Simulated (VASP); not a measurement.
Crystal: Cr.

```
Cr
1.0
     2.96890    0.00000    0.00000
     0.00000    2.96890    0.00000
     0.00000    0.00000    2.96890
Cr
2
Direct
  0.00000 0.00000 0.00000
  0.50000 0.50000 0.50000
```

Base run:

* Program: VASP 6.6.1
* Functional: PBE
* Potentials or basis: VASP PAW PBE potentials, release 64 (Cr_pv)
* Cutoff: 520 eV
* k mesh: 11 × 11 × 11
* Occupations: fermi-dirac, width 0.05 eV
* Spin: no spin polarisation

Its results: band gap on the k mesh zero (bands 12 and 13 overlap by 0.80 eV); pressure -25.0 GPa.

**Question.** The run is repeated on the same cell with these changes: spin from no spin polarisation to collinear spin, antiferromagnetic start; further incar settings from ALGO = Normal; EDIFF = 1e-07; NBANDS = 19 to ALGO = Normal; EDIFF = 1e-06; NBANDS = 23. What comes out?

**Answer.** Band gap on the k mesh zero (filled and empty bands overlap); pressure -13.4 GPa; net moment 0.00 μB per cell; site moments Cr -1.80, +1.80 μB.

Caveats: the cell stands under tension; an empty level that is flat over the whole mesh can mark a ghost state of the potentials, or a narrow d or f band (at least some runs).
